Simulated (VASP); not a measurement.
**ZnS (sol): relaxation of the atoms with PBEsol**

Crystal: ZnS (sol).

```
Zn S
1.0
     3.82010    0.00000    0.00000
    -1.91005    3.30831    0.00000
     0.00000    0.00000    6.17009
Zn S
2 2
Direct
  0.33333 0.66667 0.99891
  0.66667 0.33333 0.49891
  0.33333 0.66667 0.37609
  0.66667 0.33333 0.87609
```

This cell differs from its parent crystal: strained cell.

* Program: VASP 6.6.1
* Task: relaxation of the atoms
* Functional: PBEsol
* Potentials or basis: VASP PAW PBE potentials, release 64 (Zn, S)
* Cutoff: 450 eV
* k mesh: 9 × 9 × 4
* Occupations: gaussian, width 0.02 eV
* Spin: no spin polarisation
* Dipole correction: no
* Further INCAR settings: ALGO = Normal; EDIFF = 1e-07; IBRION = 2; EDIFFG = -0.002; NSW = 60

The pressure after relaxing is -0.9 GPa and the band gap on the k mesh is 2.14 eV, direct.

Stress tensor (GPa, compression positive):
```
-1.46  0.00  0.00
 0.00 -1.46  0.00
 0.00  0.00  0.08
```

Final structure:
```
CELL_PARAMETERS angstrom
3.82010 0.00000 0.00000
-1.91005 3.30831 0.00000
0.00000 0.00000 6.17009
ATOMIC_POSITIONS crystal
Zn 0.33333 0.66667 0.99891
Zn 0.66667 0.33333 0.49891
S 0.33333 0.66667 0.37609
S 0.66667 0.33333 0.87609
```

Levels at points of the mesh, in eV from the valence-band top:
| k point | band 16 | band 17 | band 18 | band 19 | band 20 | band 21 |
| --- | --- | --- | --- | --- | --- | --- |
| (0.00, 0.00, 0.00) | -0.01 | 0.00 | 0.00 | 2.14 | 2.88 | 6.16 |
| (0.00, 0.00, 0.50) | -0.50 | -0.50 | -0.50 | 3.42 | 3.42 | 6.62 |

It took 59 s on 1 thread of Intel Xeon 6975P-C (shared host), peak memory 0.2 GiB.

Caveat: the cell differs from its parent crystal (strained cell); the relaxation stopped at its first step, so nothing moved; the PAW data sets were made with another functional, which shifts forces and pressure a little.
